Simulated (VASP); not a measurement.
A run of VASP 6.6.1:

File INCAR:

```
SYSTEM = CeO2
PREC = Accurate
ENCUT = 600
EDIFF = 1E-6
ISMEAR = 0
SIGMA = 0.02
LREAL = .False.
LASPH = .True.
NELM = 80
ALGO = Normal
ISIF = 3
LWAVE = .False.
LCHARG = .False.
GGA = PS
IBRION = 2
NSW = 100
EDIFFG = -0.002
```

KPOINTS

```
regular mesh
0
Gamma
  10 10 10
  0 0 0
```

POSCAR

```
CeO2
1.0
    0.0000000000      2.7036500000      2.7036500000
    2.7036500000      0.0000000000      2.7036500000
    2.7036500000      2.7036500000      0.0000000000
Ce O
1 2
Direct
    0.0000000000      0.0000000000      0.0000000000
    0.2500000000      0.2500000000      0.2500000000
    0.7500000000      0.7500000000      0.7500000000
```

Potentials or basis: VASP PAW PBE potentials, release 64 (Ce, O).

Run with:

```bash
$ cat potpaw_PBE.64/Ce/POTCAR potpaw_PBE.64/O/POTCAR > POTCAR
$ mpirun -np 1 vasp_std > vasp.out
```

Hardware: 1 thread of AMD EPYC 7R43 64-Core Processor (Zen 3) (shared host).

How long does it take, and how much memory?

It took 3 min on 1 thread of AMD EPYC 7R43 64-Core Processor (Zen 3), with other jobs on the host, peak memory 0.17 GiB. Counts: scf iterations 37, k points 47, ion steps 3.
